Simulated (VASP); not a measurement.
# Co in VASP: single point with PBEsol

Aim: the single point of Co with PBEsol.

Program: VASP 6.6.1. These are calculated values, not measurements. Logs are shortened: lines on timing, memory, paths and dates and some standing lists are left out, and cuts for length are marked.

### Step 1. The cell of the first run

The cell holds a slab with vacuum, 12 atoms: a = 2.456 Å, b = 3.968 Å, c = 26.343 Å, α = 90.00°, β = 90.00°, γ = 90.00°.

### Step 2. Single point, PBEsol, collinear spin, ferromagnetic start

File INCAR:

```
PREC     = Accurate       # precision mode
ENCUT    = 520            # plane-wave cutoff, eV
EDIFF    = 1E-7           # SCF threshold, eV
ISMEAR   = 0              # smearing method
SIGMA    = 0.1            # smearing width, eV
LREAL    = F              # projectors in reciprocal space
LASPH    = T              # aspherical terms in the spheres
NELM     = 150            # most SCF steps
ALGO     = Normal         # electronic algorithm
ISIF     = 2              # what is computed and relaxed
LWAVE    = F              # write WAVECAR
LCHARG   = T              # write CHGCAR
ISPIN    = 2              # spin polarisation
MAGMOM   = 1.79 1.79 1.79 1.79 1.79 1.79 1.79 1.79 1.79 1.79 1.79 1.79 # initial moments
LORBIT   = 11             # projections on sites
LMAXMIX  = 4              # l up to which the mixer works
LDIPOL   = T            
IDIPOL   = 3            
DIPOL    = 0.5 0.5 0.500
GGA      = PS             # functional
LVHAR    = T            
LVACPOTAV= T            
NBANDS   = 70             # bands
KPAR     = 4
```

File KPOINTS:

```
regular mesh
0
Gamma
  14 9 1
```

File POSCAR:

```
Co
1.0
    2.4558543123      0.0000000000      0.0000000000
    0.0000000000      3.9681248363      0.0000000000
    0.0000000000      0.0000000000     26.3431051864
Co
12
Direct
    0.0000000000      0.7500000000      0.2847044776
    0.5000000000      0.2500000000      0.3116164179
    0.5000000000      0.7500000000      0.3654402985
    0.0000000000      0.2500000000      0.3923522388
    0.0000000000      0.7500000000      0.4461761194
    0.5000000000      0.2500000000      0.4730880597
    0.5000000000      0.7500000000      0.5269119403
    0.0000000000      0.2500000000      0.5538238806
    0.0000000000      0.7500000000      0.6076477612
    0.5000000000      0.2500000000      0.6345597015
    0.5000000000      0.7500000000      0.6883835821
    0.0000000000      0.2500000000      0.7152955224
```

Potentials or basis: VASP PAW PBE potentials, release 64 (Co).

Command:

```
> cat potpaw_PBE.64/Co/POTCAR > POTCAR
> mpirun -np 4 vasp_std > vasp.out
```

OUTCAR:

```text
PREC = Accurate
   ENCUT = 520
   EDIFF = 1E-7
   ISMEAR = 0
   LREAL = F
   LASPH = T
   NELM = 150
   ISIF = 2
   ISPIN = 2
   LORBIT = 11
   GGA = PS

 ion  position               nearest neighbor table
   1  0.000  0.750  0.285-   2 2.44   2 2.44   2 2.44   2 2.44   3 2.46   3 2.46
   2  0.500  0.250  0.312-   3 2.44   3 2.44   1 2.44   1 2.44   1 2.44   1 2.44   4 2.46   4 2.46

   3  0.500  0.750  0.365-   2 2.44   2 2.44   4 2.44   4 2.44   4 2.44   4 2.44   1 2.46   1 2.46
                             5 2.46   5 2.46
   4  0.000  0.250  0.392-   5 2.44   5 2.44   3 2.44   3 2.44   3 2.44   3 2.44   6 2.46   6 2.46
                             2 2.46   2 2.46
   5  0.000  0.750  0.446-   4 2.44   4 2.44   6 2.44   6 2.44   6 2.44   6 2.44   3 2.46   3 2.46
                             7 2.46   7 2.46
   6  0.500  0.250  0.473-   7 2.44   7 2.44   5 2.44   5 2.44   5 2.44   5 2.44   4 2.46   4 2.46
                             8 2.46   8 2.46
   7  0.500  0.750  0.527-   6 2.44   6 2.44   8 2.44   8 2.44   8 2.44   8 2.44   9 2.46   9 2.46
                             5 2.46   5 2.46
   8  0.000  0.250  0.554-   9 2.44   9 2.44   7 2.44   7 2.44   7 2.44   7 2.44   6 2.46   6 2.46
                            10 2.46  10 2.46
   9  0.000  0.750  0.608-   8 2.44   8 2.44  10 2.44  10 2.44  10 2.44  10 2.44   7 2.46   7 2.46
                            11 2.46  11 2.46
  10  0.500  0.250  0.635-  11 2.44  11 2.44   9 2.44   9 2.44   9 2.44   9 2.44  12 2.46  12 2.46
                             8 2.46   8 2.46
  11  0.500  0.750  0.688-  10 2.44  10 2.44  12 2.44  12 2.44  12 2.44  12 2.44   9 2.46   9 2.46

  12  0.000  0.250  0.715-  11 2.44  11 2.44  11 2.44  11 2.44  10 2.46  10 2.46

  LATTYP: Found a simple orthorhombic cell.
 ALAT       =     2.4558543123
 B/A-ratio  =     1.6157818550
 C/A-ratio  =    10.7266563226

  Lattice vectors:

 A1 = (   2.4558543123,   0.0000000000,   0.0000000000)
 A2 = (   0.0000000000,   3.9681248363,   0.0000000000)
 A3 = (   0.0000000000,   0.0000000000,  26.3431051864)

Analysis of symmetry for initial positions (statically):
=====================================================================
 Subroutine PRICEL returns:
 Original cell was already a primitive cell.

 Routine SETGRP: Setting up the symmetry group for a
 simple orthorhombic supercell.

 Subroutine GETGRP returns: Found  8 space group operations
 (whereof  4 operations were pure point group operations)
 out of a pool of  8 trial point group operations.

The static configuration has the point symmetry C_2h.
 The point group associated with its full space group is D_2h.

Analysis of symmetry for dynamics (positions and initial velocities):
=====================================================================
[... 1864 lines left out ...]

 spin component 2

 k-point     1 :       0.0000    0.0000    0.0000
  band No.  band energies     occupation
      1      -6.1630      1.00000
      2      -5.5446      1.00000
      3      -4.5427      1.00000
      4      -3.3387      1.00000
      5      -2.2099      1.00000
      6      -1.5118      1.00000
[... 1645 lines left out ...]
     65       5.5253      0.00000
     66       5.8097      0.00000

 [... further k-points ...]

 [bands above 66 left out]

------------------------ aborting loop because EDIFF is reached ----------------------------------------

  FORCE on cell =-STRESS in cart. coord.  units (eV):
  Direction    XX          YY          ZZ          XY          YZ          ZX
  --------------------------------------------------------------------------------------
  -------------------------------------------------------------------------------------
  Total       -4.7597189     -4.4912760     -2.1127522      0.0000000      0.0000000      0.0000000
  in kB      -29.7055088    -28.0301509    -13.1857321      0.0000000      0.0000000      0.0000000
  external PRESSURE =     -23.6404639 kB  Pullay stress =       0.0000000 kB

 VOLUME and BASIS-vectors are now :
 -----------------------------------------------------------------------------
  energy-cutoff  :      520.00
  volume of cell :      256.72
      direct lattice vectors                 reciprocal lattice vectors
     2.455854312  0.000000000  0.000000000     0.407190278  0.000000000  0.000000000
     0.000000000  3.968124836  0.000000000     0.000000000  0.252008201  0.000000000
     0.000000000  0.000000000 26.343105186     0.000000000  0.000000000  0.037960597

 POSITION                                       TOTAL-FORCE (eV/Angst)
 -----------------------------------------------------------------------------------
      0.00000      2.97609      7.50000         0.000000     -0.000000      0.552446
      1.22793      0.99203      8.20894         0.000000      0.000000     -0.179550
      1.22793      2.97609      9.62683         0.000000     -0.000000     -0.287735
      0.00000      0.99203     10.33578         0.000000     -0.000000     -0.075643
      0.00000      2.97609     11.75366         0.000000     -0.000000      0.023329
      1.22793      0.99203     12.46261         0.000000      0.000000      0.015103
      1.22793      2.97609     13.88050        -0.000000     -0.000000     -0.015103
      0.00000      0.99203     14.58944         0.000000      0.000000     -0.023329
      0.00000      2.97609     16.00733         0.000000     -0.000000      0.075643
      1.22793      0.99203     16.71627         0.000000     -0.000000      0.287735
      1.22793      2.97609     18.13416         0.000000     -0.000000      0.179550
      0.00000      0.99203     18.84311         0.000000      0.000000     -0.552446
 -----------------------------------------------------------------------------------
    total drift:                                0.000000      0.000000      0.000000

  FREE ENERGIE OF THE ION-ELECTRON SYSTEM (eV)
  ---------------------------------------------------
  free  energy   TOTEN  =       -89.5393310043 eV

  energy  without entropy=      -89.4828714961  energy(sigma->0) =      -89.51110125

 vacuum level on the upper side and lower side of the slab         7.604         7.604

 total charge

# of ion       s       p       d       tot
------------------------------------------
    1        0.487   0.385   7.245   8.118
    2        0.502   0.487   7.259   8.248
    3        0.506   0.560   7.291   8.356
    4        0.507   0.563   7.296   8.365
    5        0.508   0.565   7.293   8.366
    6        0.508   0.566   7.292   8.365
    7        0.508   0.566   7.292   8.365
    8        0.508   0.565   7.293   8.366
    9        0.507   0.563   7.296   8.365
   10        0.506   0.560   7.291   8.356
   11        0.502   0.487   7.259   8.248
   12        0.487   0.385   7.245   8.118
--------------------------------------------------
tot          6.035   6.250  87.352  99.637

 magnetization (x)

# of ion       s       p       d       tot
------------------------------------------
    1       -0.004  -0.030   1.817   1.782
    2       -0.015  -0.046   1.703   1.642
    3       -0.015  -0.050   1.671   1.606
    4       -0.014  -0.054   1.649   1.581
    5       -0.015  -0.053   1.620   1.551
    6       -0.016  -0.053   1.627   1.558
    7       -0.016  -0.053   1.627   1.558
    8       -0.015  -0.053   1.620   1.551
    9       -0.014  -0.054   1.649   1.581
   10       -0.015  -0.050   1.671   1.606
   11       -0.015  -0.046   1.703   1.642
   12       -0.004  -0.030   1.817   1.782
--------------------------------------------------
tot         -0.159  -0.574  20.175  19.442
```

OSZICAR:

```text
N       E                     dE             d eps       ncg     rms          rms(c)
DAV:   1     0.887337362502E+03    0.88734E+03   -0.48014E+04 11216   0.177E+03
DAV:   2    -0.154826417964E+02   -0.90282E+03   -0.86281E+03 11200   0.383E+02
DAV:   3    -0.100194411791E+03   -0.84712E+02   -0.74870E+02 11878   0.164E+02
[... 42 lines left out ...]
DAV:  46    -0.895393275781E+02   -0.72776E-05   -0.17415E-07  7818   0.175E-03    0.121E-03
DAV:  47    -0.895393304864E+02   -0.29083E-05   -0.63312E-08  6834   0.126E-03    0.627E-04
DAV:  48    -0.895393307465E+02   -0.26011E-06   -0.12035E-08  6522   0.563E-04    0.465E-04
DAV:  49    -0.895393309082E+02   -0.16166E-06   -0.95190E-09  6318   0.671E-04    0.208E-04
DAV:  50    -0.895393310043E+02   -0.96086E-07   -0.65600E-09  6296   0.333E-04
   1 F= -.89539331E+02 E0= -.89511101E+02  d E =-.564595E-01  mag=    19.3882
```

Wall time 15 min (4 MPI ranks of AMD EPYC 9R45 (Zen 5), shared host); peak memory 1 GiB.

Results:

| Property | Result |
| --- | --- |
| Free energy | -89.5393 eV |
| Largest force | 0.552 eV/Å |
| Net moment | 19.39 μB per cell |
| Site moments | Co +1.78, +1.64, +1.61, +1.58, +1.55, +1.56 (each value once) μB |
| Valence electrons inside the program's atomic spheres | Co 8.12, 8.25, 8.36, 8.37 (each value once) |

Forces in eV/Å, atoms in the order of the input:
```
Co   0.000  0.000  0.552
Co   0.000  0.000 -0.180
Co   0.000  0.000 -0.288
Co   0.000  0.000 -0.076
Co   0.000  0.000  0.023
Co   0.000  0.000  0.015
Co   0.000  0.000 -0.015
Co   0.000  0.000 -0.023
Co   0.000  0.000  0.076
Co   0.000  0.000  0.288
Co   0.000  0.000  0.180
Co   0.000  0.000 -0.552
```

Levels at points of the mesh, in eV from the Fermi level:
Spin up:
| k point | band 61 | band 62 | band 63 | band 64 | band 65 | band 66 | band 67 | band 68 |
| --- | --- | --- | --- | --- | --- | --- | --- | --- |
| (0.00, 0.00, 0.00) | -0.58 | -0.55 | -0.53 | -0.51 | -0.49 | -0.16 | 0.46 | 0.91 |
| (0.50, 0.00, 0.00) | 1.18 | 1.21 | 1.23 | 1.24 | 1.36 | 2.12 | 2.24 | 3.89 |
Spin down:
| k point | band 40 | band 41 | band 42 | band 43 | band 44 | band 45 | band 46 | band 47 | band 48 | band 49 |
| --- | --- | --- | --- | --- | --- | --- | --- | --- | --- | --- |
| (0.00, 0.00, 0.00) | -0.58 | -0.57 | -0.48 | -0.41 | -0.39 | -0.34 | -0.31 | -0.27 | -0.25 | -0.13 |
| (0.50, 0.00, 0.00) | -0.46 | -0.46 | 0.37 | 0.52 | 0.52 | 0.52 | 0.52 | 0.81 | 0.95 | 1.09 |

Caveat: the PAW data sets were made with another functional, which shifts forces and pressure a little.
